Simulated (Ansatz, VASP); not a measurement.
# MgO in VASP and in Ansatz

Contents of INCAR:

```
PREC = Accurate
ENCUT = 840
EDIFF = 1E-6
ISMEAR = 0
SIGMA = 0.02
LREAL = F
LASPH = T
NELM = 120
ALGO = Normal
ISIF = 2
LWAVE = F
LCHARG = T
GGA = PE
LELF = T
LVHAR = T
NBANDS = 15
GGA_COMPAT = F
```

KPOINTS

```
regular mesh
0
Gamma
  8 8 8
```

File POSCAR:

```
MgO
1.0
    0.0000000000      2.1155283333      2.1085000000
    2.1155283333      0.0000000000      2.1085000000
    2.1155283333      2.1155283333      0.0000000000
Mg O
1 1
Direct
    0.0000000000      0.0000000000      0.0000000000
    0.5000000000      0.5000000000      0.5000000000
```

Input for Ansatz:

```yaml
crystal:
  lattice:
    - [0.0, 2.1155283333333332, 2.1085]
    - [2.1155283333333332, 0.0, 2.1085]
    - [2.1155283333333332, 2.1155283333333332, 0.0]
  atoms:
    - { symbol: Mg, position: [0.0, 0.0, 0.0] }
    - { symbol: O, position: [0.5, 0.5, 0.5] }
basis:
  ecutwfc: 571.4391111657479
kpoints:
  mp_grid:
    grid: [8, 8, 8]
scf:
  occupations:
    method: gaussian
    width: 0.02
output:
  stress: true
```

Alike in both runs: task single point; functional PBE; k mesh 8 × 8 × 8; occupations gaussian, width 0.02 eV; no spin polarisation.

```csv
,VASP,Ansatz
version,VASP 6.6.1,Ansatz 0.2.0
potentials or method,"VASP PAW PBE potentials, release 64 (Mg_sv, O), cutoff 840 eV","plane waves, PAW"
valence electrons in the cell,16,16
```

```tsv
	VASP	Ansatz	Ansatz less VASP
pressure (GPa)	3.1	3.0	-0.05
traceless stress, the component that is largest in VASP (GPa)	0.46	0.44	-0.012
```
